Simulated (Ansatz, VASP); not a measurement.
## Two plane-wave programs on Lu3Sc2O

```
CELL_PARAMETERS angstrom
5.07310 0.00000 0.00000
-2.53655 4.39343 0.00000
0.00000 0.00000 6.37463
ATOMIC_POSITIONS crystal
Lu 0.00000 0.00000 0.00000
Lu 0.33333 0.66667 0.50000
Lu 0.33333 0.66667 0.00000
Sc 0.66667 0.33333 0.77173
Sc 0.66667 0.33333 0.22827
O 0.00000 0.00000 0.50000
```

Change from the starting cell: species swapped into the Sr2AlGa3 type (P-6m2, No. 187).

Alike in both runs: task relaxation of cell and atoms; functional PBE; k mesh 6 × 6 × 4; occupations gaussian, width 0.1 eV; no spin polarisation.

```csv
,VASP,Ansatz
version,VASP 6.6.1,Ansatz 0.2.0
potentials or method,"VASP PAW PBE potentials, release 64 (Lu, Sc_sv, O), cutoff 600 eV","scalar-relativistic, plane waves, PAW"
valence electrons in the cell,103,103
```

```tsv
	VASP	Ansatz	Ansatz less VASP
gap on the k mesh at the Fermi level, each at its own relaxed structure (eV)	none	none	-
relaxed volume (Å³/atom)	23.73	23.63	-0.103
relaxed length of the cell vector where the two differ most in proportion (Å)	5.093	5.082	-0.0102
```

A gap of «none» marks a metal or a gap that the smearing closes.

Neither program's run includes spin-orbit coupling.
